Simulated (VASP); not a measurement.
# BN (Qingsongite): single point with LDA

The system is BN (Qingsongite).

```
B N
1.0
     0.00000    1.80750    1.80750
     1.80750    0.00000    1.80750
     1.80750    1.80750    0.00000
B N
1 1
Direct
  0.00000 0.00000 0.00000
  0.25000 0.25000 0.25000
```

- Program: VASP 6.6.1
- Task: single point
- Functional: LDA
- Potentials or basis: VASP PAW LDA potentials, release 64 (B, N)
- Cutoff: 520 eV
- k mesh: 9 × 9 × 9
- Occupations: gaussian, width 0.01 eV
- Spin: no spin polarisation
- Dipole correction: no
- Further INCAR settings: ALGO = Normal; EDIFF = 1e-06; NBANDS = 11

- Pressure: -10.1 GPa
- Band gap on the k mesh: 4.50 eV, indirect (least direct gap 8.68 eV)

Levels at points of the mesh, in eV from the valence-band top:
```
           k point  band 2  band 3  band 4  band 5  band 6  band 7
(0.00, 0.00, 0.00)    0.00    0.00    0.00    8.68    8.68    8.68
```

Wall time 4.3 s on 1 thread of Intel Xeon 6975P-C (shared host), peak memory 0.11 GiB.

A k mesh can miss the band edges.
